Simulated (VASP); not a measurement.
# Rh (Fm-3m) in VASP: further runs, part 2 of 2

VASP 6.6.1.

**3. Single point, LDA, collinear spin, ferromagnetic start (11.64 Å³/atom)**

This run uses another cell than the first one, of 11.64 Å³/atom.

INCAR reads:

```
SYSTEM = Rh
PREC = Accurate
ENCUT = 520
EDIFF = 1E-6
ISMEAR = 0
SIGMA = 0.15
LREAL = .FALSE.
LASPH = .TRUE.
NELM = 150
ALGO = Normal
ISIF = 2
LWAVE = .FALSE.
LCHARG = .FALSE.
ISPIN = 2
MAGMOM = 1
LORBIT = 11
NUPDOWN = 1.0
LMAXMIX = 4
NBANDS = 18
```

KPOINTS reads:

```
regular mesh
0
G
  22 22 22
  0 0 0
```

POSCAR reads:

```
Rh
1.0
    0.0000000000      1.7987130719      1.7987130719
    1.7987130719      0.0000000000      1.7987130719
    1.7987130719      1.7987130719      0.0000000000
Rh
1
Direct
    0.0000000000      0.0000000000      0.0000000000
```

Potentials or basis: VASP PAW LDA potentials, release 64 (Rh_pv).

On the command line:

```sh
> cat potpaw_LDA.64/Rh_pv/POTCAR > POTCAR
> mpirun -np 1 vasp_std > vasp.out
```

OUTCAR:

```text
SYSTEM = Rh
   PREC = Accurate
   ENCUT = 520
   EDIFF = 1E-6
   ISMEAR = 0
   LREAL = .FALSE.
   LASPH = .TRUE.
   NELM = 150
   ISIF = 2
   ISPIN = 2
   LORBIT = 11
   NUPDOWN = 1.0

 ion  position               nearest neighbor table
   1  0.000  0.000  0.000-

  LATTYP: Found a face centered cubic cell.
 ALAT       =     3.5974261438

  Lattice vectors:

 A1 = (   0.0000000000,   1.7987130719,   1.7987130719)
 A2 = (   1.7987130719,   0.0000000000,   1.7987130719)
 A3 = (   1.7987130719,   1.7987130719,   0.0000000000)

Analysis of symmetry for initial positions (statically):
=====================================================================
 Subroutine PRICEL returns:
 Original cell was already a primitive cell.

 Routine SETGRP: Setting up the symmetry group for a
 face centered cubic supercell.

 Subroutine GETGRP returns: Found 48 space group operations
 (whereof 48 operations were pure point group operations)
 out of a pool of 48 trial point group operations.

The static configuration has the point symmetry O_h .

Analysis of symmetry for dynamics (positions and initial velocities):
=====================================================================
[... 685 lines left out ...]
 spin component 2

 k-point     1 :       0.0000    0.0000    0.0000
  band No.  band energies     occupation
      1     -30.9248      1.00000
      2     -30.9248      1.00000
      3     -30.9248      1.00000
      4       5.9203      1.00000
      5      11.4222      1.00000
      6      11.4222      1.00000
[... 493 lines left out ...]
     17      50.3824      0.00000
     18      57.0248      0.00000

 [... further k-points ...]

------------------------ aborting loop because EDIFF is reached ----------------------------------------

  FORCE on cell =-STRESS in cart. coord.  units (eV):
  Direction    XX          YY          ZZ          XY          YZ          ZX
  --------------------------------------------------------------------------------------
  -------------------------------------------------------------------------------------
  Total        4.9654320      4.9654320      4.9654320      0.0000000      0.0000000      0.0000000
  in kB      683.5211432    683.5211432    683.5211432      0.0000000      0.0000000      0.0000000
  external PRESSURE =     683.5211432 kB  Pullay stress =       0.0000000 kB

 VOLUME and BASIS-vectors are now :
 -----------------------------------------------------------------------------
  energy-cutoff  :      520.00
  volume of cell :       11.64
      direct lattice vectors                 reciprocal lattice vectors
     0.000000000  1.798713072  1.798713072    -0.277976520  0.277976520  0.277976520
     1.798713072  0.000000000  1.798713072     0.277976520 -0.277976520  0.277976520
     1.798713072  1.798713072  0.000000000     0.277976520  0.277976520 -0.277976520

 POSITION                                       TOTAL-FORCE (eV/Angst)
 -----------------------------------------------------------------------------------
      0.00000      0.00000      0.00000        -0.000000     -0.000000     -0.000000
 -----------------------------------------------------------------------------------
    total drift:                                0.000000      0.000000      0.000000

  FREE ENERGIE OF THE ION-ELECTRON SYSTEM (eV)
  ---------------------------------------------------
  free  energy   TOTEN  =        -8.1093972650 eV

  energy  without entropy=       -8.0955597456  energy(sigma->0) =       -8.10247851

 total charge

# of ion       s       p       d       tot
------------------------------------------
    1        0.496   6.424   7.250  14.170

 magnetization (x)

# of ion       s       p       d       tot
------------------------------------------
    1        0.006   0.019   0.945   0.970
```

OSZICAR:

```text
N       E                     dE             d eps       ncg     rms          rms(c)
DAV:   1     0.129486635018E+03    0.12949E+03   -0.80226E+03 23944   0.959E+02
DAV:   2    -0.605738952698E+01   -0.13554E+03   -0.12820E+03 25310   0.302E+02
DAV:   3    -0.855360999503E+01   -0.24962E+01   -0.24823E+01 26622   0.429E+01
DAV:   4    -0.856023778937E+01   -0.66278E-02   -0.66273E-02 26006   0.224E+00
DAV:   5    -0.856026412244E+01   -0.26333E-04   -0.26333E-04 25432   0.128E-01    0.181E+01
DAV:   6    -0.815049969248E+01    0.40976E+00   -0.32626E-01 24728   0.831E+00    0.789E+00
DAV:   7    -0.811319468228E+01    0.37305E-01   -0.21374E-02 25932   0.191E+00    0.339E+00
DAV:   8    -0.811049927115E+01    0.26954E-02   -0.24384E-03 25162   0.512E-01    0.162E+00
DAV:   9    -0.810938328713E+01    0.11160E-02   -0.11871E-03 25700   0.447E-01    0.131E-01
DAV:  10    -0.810939672485E+01   -0.13438E-04   -0.42460E-05 25024   0.638E-02    0.216E-02
DAV:  11    -0.810939726499E+01   -0.54014E-06   -0.14461E-06 22920   0.145E-02
   1 F= -.81093973E+01 E0= -.81024785E+01  d E =-.138375E-01  mag=     1.0000
```

Run time: 68 s. Hardware: 1 thread of Intel Xeon Platinum 8488C (Sapphire Rapids), shared host; peak memory 0.2 GiB.

Results:

* Free energy: -8.1094 eV
* Pressure: 68.4 GPa
* Net moment: 1.00 μB per cell
* Site moments: Rh +0.97 μB
* Valence electrons inside the program's atomic spheres: Rh 14.17

Caveat: the cell stands under pressure; the total moment is fixed, so each spin has its own Fermi level and the state may be an excited one.

**4. Single point, LDA, collinear spin, ferromagnetic start (11.64 Å³/atom)**

This run uses another cell than the first one, of 11.64 Å³/atom.

INCAR reads:

```
SYSTEM = Rh
ALGO     = Normal         ! electronic algorithm
EDIFF    = 1E-7           ! SCF threshold, eV
ENCUT    = 520            ! plane-wave cutoff, eV
GGA      = CA             ! functional
ISIF     = 2              ! what is computed and relaxed
ISMEAR   = 0              ! smearing method
ISPIN    = 2              ! spin polarisation
LASPH    = .TRUE.         ! aspherical terms in the spheres
LCHARG   = .FALSE.        ! write CHGCAR
LMAXMIX  = 4              ! l up to which the mixer works
LORBIT   = 11             ! projections on sites
LREAL    = .FALSE.        ! projectors in reciprocal space
LWAVE    = .FALSE.        ! write WAVECAR
MAGMOM   = 0.75           ! initial moments
NBANDS   = 18             ! bands
NELM     = 150            ! most SCF steps
NUPDOWN  = 0.75           ! fixed moment
PREC     = Accurate       ! precision mode
SIGMA    = 0.15           ! smearing width, eV
```

KPOINTS reads:

```
k-points
0
G
  22 22 22
  0 0 0
```

POSCAR is that of step 3.

On the command line:

```sh
> cat potpaw_LDA.64/Rh_pv/POTCAR > POTCAR
> mpirun -np 1 vasp_std > vasp.out
```

Run time: 82 s. Hardware: 1 thread of Intel Xeon Platinum 8488C (Sapphire Rapids), shared host; peak memory 0.2 GiB.

Results (log left out):

```
Free energy                                           : -8.2441 eV
Pressure                                              : 63.9 GPa
Net moment                                            : 0.75 μB per cell
Site moments                                          : Rh +0.73 μB
Valence electrons inside the program's atomic spheres : Rh 14.17
```

Caveat: the cell stands under pressure; the total moment is fixed, so each spin has its own Fermi level and the state may be an excited one.

**5. Overview**

```tsv
fixed moment (μB)	cell	pressure (GPa)	moment (μB)
0.375	a = 2.485 Å, angles 60.0°, 1 atom	107.3	0.38
1.0	a = 2.544 Å, angles 60.0°, 1 atom	68.4	1.00
0.75	a = 2.544 Å, angles 60.0°, 1 atom	63.9	0.75
```

Alike in all rows: task single point; level LDA; potentials or basis VASP PAW LDA potentials, release 64 (Rh_pv); spin collinear, ferromagnetic start; k mesh 22 × 22 × 22; cutoff (eV) 520; smearing gaussian 0.15 eV.

Caveats: the cell stands under pressure; the total moment is fixed, so each spin has its own Fermi level and the state may be an excited one.

Absolute energies hang on the potentials; compare differences alone.
